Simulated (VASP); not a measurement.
# Hf3Si2F (P6/mmm) in VASP: notebook, part 2 of 2

VASP 6.6.1.

**5. Single point, PBE**

This run uses another cell than the first one, of 22.95 Å³/atom, 1.454 times its volume.

The input, INCAR:

```
ALGO = Normal ; EDIFF = 1E-6
ENCUT = 520 ; GGA = PE
ISIF = 2 ; ISMEAR = 0
LASPH = True ; LCHARG = False
LREAL = False ; LWAVE = False
NBANDS = 32 ; NELM = 60
PREC = Accurate ; SIGMA = 0.1
```

The input, KPOINTS:

```
k-points
0
Gamma
  6 6 10
```

The input, POSCAR:

```
Hf3Si2F
1.0
    6.5476705812      0.0000000000      0.0000000000
   -3.2738352906      5.6704490589      0.0000000000
    0.0000000000      0.0000000000      3.7095082958
Hf Si F
3 2 1
Direct
    0.5000000000      0.0000000000      0.5000000000
    0.5000000000      0.5000000000      0.5000000000
    0.0000000000      0.5000000000      0.5000000000
    0.3333333333      0.6666666667      0.0000000000
    0.6666666667      0.3333333333      0.0000000000
    0.0000000000      0.0000000000      0.0000000000
```

Potentials or basis: VASP PAW PBE potentials, release 64 (Hf_pv, Si, F).

Launch:

```sh
$ cat potpaw_PBE.64/Hf_pv/POTCAR potpaw_PBE.64/Si/POTCAR potpaw_PBE.64/F/POTCAR > POTCAR
$ mpirun -np 1 vasp_std > vasp.out
```

OUTCAR:

```text
EDIFF = 1E-6
   ENCUT = 520
   GGA = PE
   ISIF = 2
   ISMEAR = 0
   LASPH = True
   LREAL = False
   NELM = 60
   PREC = Accurate

 ion  position               nearest neighbor table
   1  0.500  0.000  0.500-   4 2.65   5 2.65   4 2.65   5 2.65   2 3.27   3 3.27   2 3.27   3 3.27

   2  0.500  0.500  0.500-   4 2.65   5 2.65   4 2.65   5 2.65   1 3.27   1 3.27   3 3.27   3 3.27

   3  0.000  0.500  0.500-   4 2.65   5 2.65   4 2.65   5 2.65   1 3.27   1 3.27   2 3.27   2 3.27

   4  0.333  0.667  0.000-   1 2.65   1 2.65   3 2.65   3 2.65   2 2.65   2 2.65
   5  0.667  0.333  0.000-   1 2.65   1 2.65   3 2.65   3 2.65   2 2.65   2 2.65
   6  0.000  0.000  0.000-

  LATTYP: Found a hexagonal cell.
 ALAT       =     6.5476705812
 C/A-ratio  =     0.5665386262

  Lattice vectors:

 A1 = (   6.5476705812,   0.0000000000,   0.0000000000)
 A2 = (  -3.2738352906,   5.6704490589,   0.0000000000)
 A3 = (   0.0000000000,   0.0000000000,   3.7095082958)

Analysis of symmetry for initial positions (statically):
=====================================================================
 Subroutine PRICEL returns:
 Original cell was already a primitive cell.

 Routine SETGRP: Setting up the symmetry group for a
 hexagonal supercell.

 Subroutine GETGRP returns: Found 24 space group operations
 (whereof 24 operations were pure point group operations)
 out of a pool of 24 trial point group operations.

The static configuration has the point symmetry D_6h.

Analysis of symmetry for dynamics (positions and initial velocities):
=====================================================================
 Subroutine PRICEL returns:
 Original cell was already a primitive cell.

 Routine SETGRP: Setting up the symmetry group for a
 hexagonal supercell.
[... 125 lines left out ...]
   NUPDOWN=      -1.0000    fix difference up-down
   EMIN   =  10.00;   EMAX   =-10.00  energy-range for DOS
   EFERMI =   0.00;   METHOD = LEGACY
   ISMEAR =     0;   SIGMA  =   0.10  broadening in eV -4-tet -1-fermi 0-gaus
   EFERMI_NEDOS =   21; number of points for ismear=-14 and -15
   IALGO  =     38    algorithm
   IMIX   =      4    mixing-type and parameters
     AMIX     =   0.40;   BMIX     =  1.00
     AMIX_MAG =   1.60;   BMIX_MAG =  1.00
  volume/ion in A,a.u.               =      22.95       154.91
  Fermi-wavevector in a.u.,A,eV,Ry     =   1.127558  2.130775 17.298263  1.271386
  Thomas-Fermi vector in A             =   2.264244
   LORBIT       =      0    0 simple, 1 ext, 2 COOP (PROOUT), +10 PAW based schemes
   GGA     = PE    functional components
   LHFCALC =     F    Hartree Fock is set to
   AEXX    =    0.0000 exact exchange contribution
   IVDW    =     0    specifies the selected vdW correction
   LEPSILON=     F    determine dielectric tensor
   LRPA    =     F    only Hartree local field effects (RPA)
 non-spin polarized calculation
 Gauss-broadening in eV      SIGMA  =   0.10
  energy-cutoff  :      520.00
  volume of cell :      137.73
 maximum number of plane-waves:      3734
 NGX is ok and might be reduce to    50
   NGX = 25   NGY = 25   NGZ = 13

 number of electron      44.9999979 magnetization

 Free energy of the ion-electron system (eV)
  ---------------------------------------------------
  ext. energy  EPLUGINS =         0.00000000
  ---------------------------------------------------
  free energy    TOTEN  =       -43.10035079 eV

  energy without entropy =      -43.07272174  energy(sigma->0) =      -43.08653627

 E-fermi :   3.1377     XC(G=0):  -9.5460

 val. band max:        3.1059495150   @ k =   0.1667   0.1667   0.2000
 cond. band min:       3.1572645245   @ k =   0.1667   0.1667   0.3000
 fundamental gap:      0.0513150096
 Fermi energy:         3.1377464127

 k-point     1 :       0.0000    0.0000    0.0000
  band No.  band energies     occupation
      1     -28.0585      2.00000
      2     -28.0585      2.00000
      3     -27.8987      2.00000
      4     -27.8257      2.00000
      5     -27.7163      2.00000
      6     -27.6637      2.00000
[... 829 lines left out ...]
     31       6.2408      0.00000
     32       6.3373      0.00000

 [... further k-points ...]
[... 5 lines left out ...]
  --------------------------------------------------------------------------------------
  -------------------------------------------------------------------------------------
  Total       -0.1571542     -0.1571542     -0.1303437      0.0000000      0.0000000     -0.0000000
  in kB       -1.8281670     -1.8281670     -1.5162817      0.0000000      0.0000000     -0.0000000
  external PRESSURE =      -1.7242052 kB  Pullay stress =       0.0000000 kB

 VOLUME and BASIS-vectors are now :
 -----------------------------------------------------------------------------
  energy-cutoff  :      520.00
  volume of cell :      137.73
      direct lattice vectors                 reciprocal lattice vectors
     6.547670581  0.000000000  0.000000000     0.152726071  0.088176438  0.000000000
    -3.273835291  5.670449059  0.000000000     0.000000000  0.176352876  0.000000000
     0.000000000  0.000000000  3.709508296     0.000000000  0.000000000  0.269577507

 POSITION                                       TOTAL-FORCE (eV/Angst)
 -----------------------------------------------------------------------------------
      3.27384      0.00000      1.85475        -0.000000     -0.000000      0.000000
      1.63692      2.83522      1.85475        -0.000000     -0.000000      0.000000
     -1.63692      2.83522      1.85475        -0.000000     -0.000000      0.000000
     -0.00000      3.78030      0.00000        -0.000000     -0.000000      0.000000
      3.27384      1.89015      0.00000         0.000000      0.000000      0.000000
      0.00000      0.00000      0.00000        -0.000000     -0.000000      0.000000
 -----------------------------------------------------------------------------------
    total drift:                               -0.000000      0.000000      0.000000

  FREE ENERGIE OF THE ION-ELECTRON SYSTEM (eV)
  ---------------------------------------------------
  free  energy   TOTEN  =       -43.1003507927 eV

  energy  without entropy=      -43.0727217390  energy(sigma->0) =      -43.08653627
```

OSZICAR:

```text
N       E                     dE             d eps       ncg     rms          rms(c)
DAV:   1     0.185394827513E+03    0.18539E+03   -0.22187E+04  2736   0.125E+03
DAV:   2    -0.359759126335E+02   -0.22137E+03   -0.20924E+03  3200   0.303E+02
DAV:   3    -0.487722170133E+02   -0.12796E+02   -0.12389E+02  3528   0.524E+01
DAV:   4    -0.490745905951E+02   -0.30237E+00   -0.30013E+00  3312   0.853E+00
DAV:   5    -0.490829666339E+02   -0.83760E-02   -0.83719E-02  3616   0.128E+00    0.722E+01
DAV:   6    -0.436223846280E+02    0.54606E+01   -0.16584E+01  3080   0.163E+01    0.456E+01
DAV:   7    -0.439605198669E+02   -0.33814E+00   -0.11922E+01  3272   0.164E+01    0.170E+01
DAV:   8    -0.431267802144E+02    0.83374E+00   -0.28999E+00  3384   0.801E+00    0.190E+00
DAV:   9    -0.430983962560E+02    0.28384E-01   -0.39361E-01  2992   0.231E+00    0.130E+00
DAV:  10    -0.431003692456E+02   -0.19730E-02   -0.15187E-02  3456   0.602E-01    0.699E-01
DAV:  11    -0.431001966181E+02    0.17263E-03   -0.18514E-03  3224   0.168E-01    0.313E-01
DAV:  12    -0.431003519794E+02   -0.15536E-03   -0.25580E-04  3048   0.807E-02    0.913E-02
DAV:  13    -0.431003531617E+02   -0.11823E-05   -0.31929E-05  3504   0.217E-02    0.872E-02
DAV:  14    -0.431003511442E+02    0.20175E-05   -0.19701E-05  3000   0.188E-02    0.115E-02
DAV:  15    -0.431003507927E+02    0.35150E-06   -0.13286E-06  1760   0.651E-03
   1 F= -.43100351E+02 E0= -.43086536E+02  d E =-.276291E-01
```

stdout:

```text
POSCAR found type information on POSCAR HfSiF
 POSCAR found :  3 types and       6 ions
 scaLAPACK will be used
 LDA part: xc-table for (Slater+PW92), standard interpolation
 POSCAR, INCAR and KPOINTS ok, starting setup
 FFT: planning ... GRIDC
 FFT: planning ... GRID_SOFT
 FFT: planning ... GRID
 WAVECAR not read
 entering main loop
```

Wall time 3.7 min (1 thread of Intel Xeon 6975P-C, shared host); peak memory 0.34 GiB.

Results:

* Free energy: -43.1004 eV
* Pressure: -0.2 GPa

Caveat: spin-orbit coupling is left out, which moves the levels of the heavy elements; an odd number of electrons without spin polarisation forces a metal; a magnetic or distorted state may lie lower.

**6. Relaxation of cell and atoms, PBE**

This run uses another cell than the first one, of 22.95 Å³/atom, 1.454 times its volume.

The input, INCAR:

```
SYSTEM = Hf3Si2F
  PREC = Accurate
  ENCUT = 600
  EDIFF = 1E-7
  ISMEAR = 0
  SIGMA = 0.1
  LREAL = .False.
  LASPH = .True.
  NELM = 100
  ALGO = Normal
  ISIF = 3
  LWAVE = .False.
  LCHARG = .False.
  GGA = PE
  IBRION = 2
  NSW = 100
  EDIFFG = -0.01
```

The input, KPOINTS:

```
Automatic mesh
0
Gamma
  6 6 10
  0 0 0
```

POSCAR: that of step 5 with these lines changed.

```diff
@@ -2,5 +2,5 @@
 1.0
-    6.5476705812      0.0000000000      0.0000000000
-   -3.2738352906      5.6704490589      0.0000000000
-    0.0000000000      0.0000000000      3.7095082958
+    6.5380239325      0.0000000000      0.0000000000
+   -3.2690119662      5.6620948161      0.0000000000
+    0.0000000000      0.0000000000      3.7191522402
 Hf Si F
```

Potentials or basis: VASP PAW PBE potentials, release 64 (Hf_pv, Si, F).

Launch:

```sh
$ cat potpaw_PBE.64/Hf_pv/POTCAR potpaw_PBE.64/Si/POTCAR potpaw_PBE.64/F/POTCAR > POTCAR
$ mpirun -np 1 vasp_std > vasp.out
```

OUTCAR:

```text
SYSTEM = Hf3Si2F
   PREC = Accurate
   ENCUT = 600
   EDIFF = 1E-7
   ISMEAR = 0
   LREAL = .False.
   LASPH = .True.
   NELM = 100
   ISIF = 3
   GGA = PE
   IBRION = 2
   NSW = 100
   EDIFFG = -0.01

 ion  position               nearest neighbor table
   1  0.500  0.000  0.500-   4 2.65   5 2.65   4 2.65   5 2.65   2 3.27   2 3.27   3 3.27   3 3.27

   2  0.500  0.500  0.500-   4 2.65   5 2.65   4 2.65   5 2.65   1 3.27   1 3.27   3 3.27   3 3.27

   3  0.000  0.500  0.500-   4 2.65   5 2.65   4 2.65   5 2.65   2 3.27   2 3.27   1 3.27   1 3.27

   4  0.333  0.667  0.000-   1 2.65   1 2.65   3 2.65   3 2.65   2 2.65   2 2.65
   5  0.667  0.333  0.000-   1 2.65   1 2.65   3 2.65   3 2.65   2 2.65   2 2.65
   6  0.000  0.000  0.000-

  LATTYP: Found a hexagonal cell.
 ALAT       =     6.5380239325
 C/A-ratio  =     0.5688495910

  Lattice vectors:

 A1 = (   6.5380239325,   0.0000000000,   0.0000000000)
 A2 = (  -3.2690119662,   5.6620948161,   0.0000000000)
 A3 = (   0.0000000000,   0.0000000000,   3.7191522402)

Analysis of symmetry for initial positions (statically):
=====================================================================
 Subroutine PRICEL returns:
 Original cell was already a primitive cell.

 Routine SETGRP: Setting up the symmetry group for a
 hexagonal supercell.

 Subroutine GETGRP returns: Found 24 space group operations
 (whereof 24 operations were pure point group operations)
 out of a pool of 24 trial point group operations.

The static configuration has the point symmetry D_6h.

Analysis of symmetry for dynamics (positions and initial velocities):
=====================================================================
 Subroutine PRICEL returns:
 Original cell was already a primitive cell.

 Routine SETGRP: Setting up the symmetry group for a
 hexagonal supercell.

 Subroutine GETGRP returns: Found 24 space group operations
 (whereof 24 operations were pure point group operations)
[... 133 lines left out ...]
  Thomas-Fermi vector in A             =   2.264377
   LORBIT       =      0    0 simple, 1 ext, 2 COOP (PROOUT), +10 PAW based schemes
   GGA     = PE    functional components
   LHFCALC =     F    Hartree Fock is set to
   AEXX    =    0.0000 exact exchange contribution
   IVDW    =     0    specifies the selected vdW correction
   LEPSILON=     F    determine dielectric tensor
   LRPA    =     F    only Hartree local field effects (RPA)
 conjugate gradient relaxation of ions
 non-spin polarized calculation
 Gauss-broadening in eV      SIGMA  =   0.10
  energy-cutoff  :      600.00
  volume of cell :      137.68
 maximum number of plane-waves:      4628
 NGX is ok and might be reduce to    54
   NGX = 27   NGY = 27   NGZ = 15

--------------------------------------- Ionic step        1  -------------------------------------------

 number of electron      44.9999994 magnetization

 Free energy of the ion-electron system (eV)
  ---------------------------------------------------
  ext. energy  EPLUGINS =         0.00000000
  ---------------------------------------------------
  free energy    TOTEN  =       -43.10142464 eV

  energy without entropy =      -43.07403536  energy(sigma->0) =      -43.08773000

------------------------ aborting loop because EDIFF is reached ----------------------------------------

  FORCE on cell =-STRESS in cart. coord.  units (eV):
  Direction    XX          YY          ZZ          XY          YZ          ZX
  --------------------------------------------------------------------------------------
  -------------------------------------------------------------------------------------
  Total       -0.0980616     -0.0980616     -0.3613680     -0.0000000      0.0000000      0.0000000
  in kB       -1.1411484     -1.1411484     -4.2052585     -0.0000000      0.0000000      0.0000000
  external PRESSURE =      -2.1625185 kB  Pullay stress =       0.0000000 kB
[... 147 lines left out ...]
--------------------------------------- Ionic step        5  -------------------------------------------

 number of electron      44.9999995 magnetization

 Free energy of the ion-electron system (eV)
  ---------------------------------------------------
  ext. energy  EPLUGINS =         0.00000000
  ---------------------------------------------------
  free energy    TOTEN  =       -43.10185411 eV

  energy without entropy =      -43.07444015  energy(sigma->0) =      -43.08814713

 E-fermi :   3.1535     XC(G=0):  -9.5576

 val. band max:        3.1211621968   @ k =   0.1667   0.1667   0.2000
 cond. band min:       3.1718729119   @ k =   0.1667   0.1667   0.3000
 fundamental gap:      0.0507107151
 Fermi energy:         3.1535109530

 k-point     1 :       0.0000    0.0000    0.0000
  band No.  band energies     occupation
      1     -28.0323      2.00000
      2     -28.0323      2.00000
      3     -27.8697      2.00000
      4     -27.8040      2.00000
      5     -27.6916      2.00000
      6     -27.6380      2.00000
[... 709 lines left out ...]
     26       4.6082      0.00000
     27       4.7744      0.00000

 [... further k-points ...]
[... 5 lines left out ...]
  --------------------------------------------------------------------------------------
  -------------------------------------------------------------------------------------
  Total        0.0315143      0.0315143     -0.0175180      0.0000000      0.0000000      0.0000000
  in kB        0.3675631      0.3675631     -0.2043186      0.0000000      0.0000000      0.0000000
  external PRESSURE =       0.1769359 kB  Pullay stress =       0.0000000 kB
[... 21 lines left out ...]
  FREE ENERGIE OF THE ION-ELECTRON SYSTEM (eV)
  ---------------------------------------------------
  free  energy   TOTEN  =       -43.1018541057 eV

  energy  without entropy=      -43.0744401536  energy(sigma->0) =      -43.08814713

 reached required accuracy - stopping structural energy minimisation
```

OSZICAR:

```text
N       E                     dE             d eps       ncg     rms          rms(c)
DAV:   1     0.208908381172E+03    0.20891E+03   -0.24627E+04  2292   0.166E+03
[... 47 lines left out ...]
DAV:   1    -0.431020219593E+02   -0.22281E-03   -0.78402E-03  2301   0.588E-01    0.122E-01
DAV:   2    -0.431019063277E+02    0.11563E-03   -0.42243E-04  2522   0.118E-01    0.456E-02
DAV:   3    -0.431018715532E+02    0.34774E-04   -0.14598E-04  2659   0.729E-02    0.330E-02
DAV:   4    -0.431018569118E+02    0.14641E-04   -0.46332E-05  2502   0.360E-02    0.141E-02
DAV:   5    -0.431018548674E+02    0.20444E-05   -0.69684E-06  2810   0.132E-02    0.987E-03
DAV:   6    -0.431018543318E+02    0.53563E-06   -0.18183E-06  2507   0.747E-03    0.436E-03
DAV:   7    -0.431018540849E+02    0.24682E-06   -0.39001E-07  2079   0.366E-03    0.149E-03
DAV:   8    -0.431018541057E+02   -0.20798E-07   -0.40175E-08  1338   0.112E-03
   5 F= -.43101854E+02 E0= -.43088147E+02  d E =-.550010E-04
```

CONTCAR:

```text
Hf3Si2F
   1.00000000000000
     6.5378301252340840   -0.0000000000000018   -0.0000000000000000
    -3.2689150625670451    5.6619269740842793    0.0000000000000000
     0.0000000000000000    0.0000000000000000    3.7109783806939109
  Hf              Si              F
     3     2     1
Direct
     0.5000000000000000    0.0000000000000000    0.5000000000000000
     0.5000000000000000    0.5000000000000000    0.5000000000000000
     0.0000000000000000    0.5000000000000000    0.5000000000000000
     0.3333333332999970    0.6666666667000030    0.0000000000000000
     0.6666666667000030    0.3333333332999970    1.0000000000000000
     0.0000000000000000    1.0000000000000000    0.0000000000000000

  0.00000000E+00  0.00000000E+00  0.00000000E+00
  0.00000000E+00  0.00000000E+00  0.00000000E+00
  0.00000000E+00  0.00000000E+00  0.00000000E+00
  0.00000000E+00  0.00000000E+00  0.00000000E+00
  0.00000000E+00  0.00000000E+00  0.00000000E+00
  0.00000000E+00  0.00000000E+00  0.00000000E+00
```

Run time: 12 min. Hardware: 1 thread of Intel Xeon 6975P-C, shared host; peak memory 0.42 GiB.

Results:

```
Free energy                            : -43.1019 eV
Relaxed volume                         : 22.89 Å³/atom
Relaxed cell                           : a = 6.538 Å, b = 6.538 Å, c = 3.711 Å, α = 90.00°, β = 90.00°, γ = 120.00°
Space group after relaxing (to 0.05 Å) : P6/mmm (No. 191)
Energy gained by relaxing              : 0.1 meV/atom
Ionic steps                            : 5
Pressure after relaxing                : 0.0 GPa
```

The path:
```csv
step,energy change (eV),largest force (eV/Å),pressure (GPa),volume (Å³)
1,0.0000,0.0000,-0.22,137.68
2,-0.0002,0.0000,0.21,137.06
3,-0.0004,0.0000,0.04,137.30
4,-0.0004,0.0000,0.04,137.31
5,-0.0004,0.0000,0.02,137.37
```

Final structure:
```
Hf Si F
1.0
     6.53783    0.00000    0.00000
    -3.26892    5.66193    0.00000
     0.00000    0.00000    3.71098
Hf Si F
3 2 1
Cartesian
  3.2689 0.0000 1.8555
  1.6345 2.8310 1.8555
  -1.6345 2.8310 1.8555
  0.0000 3.7746 0.0000
  3.2689 1.8873 3.7110
  -3.2689 5.6619 0.0000
```

Levels at points of the mesh, in eV from the Fermi level:
```tsv
k point	band 21	band 22	band 23	band 24	band 25	band 26
(0.00, 0.00, 0.00)	-0.55	-0.55	0.11	0.11	1.13	1.13
(0.50, 0.00, 0.00)	-0.98	-0.93	-0.09	0.51	0.83	1.38
(0.00, 0.00, 0.50)	-1.10	-0.89	-0.89	0.29	1.50	1.50
(0.50, 0.00, 0.50)	-1.07	-0.36	0.22	0.80	1.02	1.24
```

Caveat: spin-orbit coupling is left out, which moves the levels of the heavy elements; an odd number of electrons without spin polarisation forces a metal; a magnetic or distorted state may lie lower.

**7. Summary**

| task | cell | k mesh | cutoff (eV) | gap on the mesh (eV) | pressure (GPa) | relaxed volume (Å³/atom) |
| --- | --- | --- | --- | --- | --- | --- |
| single point | a = 5.758, b = 5.758, c = 3.299 Å, angles 90.0, 90.0, 120.0°, 6 atoms | 3 × 3 × 6 | 520 | none | 64.1 | - |
| single point | a = 6.538, b = 6.538, c = 3.719 Å, angles 90.0, 90.0, 120.0°, 6 atoms | 3 × 3 × 6 | 520 | none | -0.2 | - |
| relaxation of cell and atoms | relaxed from a = 5.758, b = 5.758, c = 3.299 Å, angles 90.0, 90.0, 120.0°, 6 atoms | 3 × 3 × 6 | 600 | none | 0.2 | 22.80 |
| single point | a = 6.548, b = 6.548, c = 3.710 Å, angles 90.0, 90.0, 120.0°, 6 atoms | 6 × 6 × 10 | 520 | none | -0.2 | - |
| relaxation of cell and atoms | relaxed from a = 6.538, b = 6.538, c = 3.719 Å, angles 90.0, 90.0, 120.0°, 6 atoms | 6 × 6 × 10 | 600 | none | 0.0 | 22.89 |

Alike in all rows: level PBE; potentials or basis VASP PAW PBE potentials, release 64 (Hf_pv, Si, F); no spin polarisation; smearing gaussian 0.1 eV.

Caveats: some runs use coarse meshes; spin-orbit coupling is left out, which moves the levels of the heavy elements; an odd number of electrons without spin polarisation forces a metal; a magnetic or distorted state may lie lower; the volume moved by over 15 % at a fixed basis, so the end points are rough (some runs).

Absolute energies hang on the potentials; compare differences alone.
